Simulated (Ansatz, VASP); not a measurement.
Ga in VASP and in Ansatz

```xyz
1
Lattice="-1.6535 1.6535 1.6535 1.6535 -1.6535 1.6535 1.6535 1.6535 -1.6535" Properties=species:S:1:pos:R:3 pbc="T T T"
Ga    0.0000    0.0000    0.0000
```

Alike in both runs: functional PBEsol; k mesh 8 × 8 × 8; occupations gaussian, width 0.1 eV; no spin polarisation.

Ansatz relaxed the structure, and its values are those at the end. VASP's run is a single point on that final structure, the one shown.

|  | VASP | Ansatz |
| --- | --- | --- |
| version | VASP 6.6.1 | Ansatz 0.2.0 |
| potentials or method | VASP PAW PBE potentials, release 64 (Ga_d), cutoff 520 eV | scalar-relativistic, plane waves, PAW |
| valence electrons in the cell | 13 | 13 |

```csv
,VASP,Ansatz,Ansatz less VASP
gap on the k mesh at the Fermi level (eV),none,none,-
pressure (GPa),0.0,0.0,-0.06
```

VASP's potentials were made for PBE, not for PBEsol. A gap of «none» marks a metal or a gap that the smearing closes.
